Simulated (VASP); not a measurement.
HfSiF, 6 atoms in the cell. The structure is tetragonal, space group P4/nmm (No. 129). The conventional cell has a = 3.385 Å, b = 3.385 Å, c = 7.462 Å, α = 90.00°, β = 90.00°, γ = 90.00°. Within 3.1 Å of Hf (site symmetry 4mm) lie 4 F at 2.36 Å and 5 Si at 2.72 to 2.81 Å. Si (site symmetry 4mm) has 8 Si at 2.70 to 3.38 Å and 5 Hf at 2.72 to 2.81 Å and 4 F at 3.53 Å within 3.6 Å. Within 3.1 Å of F (site symmetry -4m2) lie 4 Hf at 2.36 Å and 4 F at 2.39 Å. 

- Program: VASP 6.6.1
- Task: single point
- Functional: PBE
- Potentials or basis: VASP PAW PBE potentials, release 64 (Hf_pv, Si, F)
- Cutoff: 520 eV
- k mesh: 6 × 6 × 2
- Occupations: gaussian, width 0.1 eV
- Spin: no spin polarisation
- Dipole correction: no
- Further INCAR settings: ALGO = Normal; EDIFF = 1e-07; NBANDS = 30

Potentials or basis: VASP PAW PBE potentials, release 64 (Hf_pv, Si, F).

Launch:

```bash
$ cat potpaw_PBE.64/Hf_pv/POTCAR potpaw_PBE.64/Si/POTCAR potpaw_PBE.64/F/POTCAR > POTCAR
$ mpirun -np 1 vasp_std > vasp.out
```

Hardware: 1 thread of Intel(R) Xeon(R) 6975P-C (Granite Rapids) (shared host).

Question: Estimate the wall time of this run.

Answer: Run time: 27 s on 1 thread of Intel(R) Xeon(R) 6975P-C (Granite Rapids), on a shared host, peak memory 0.21 GiB. Counts: scf iterations 16, k points 20.
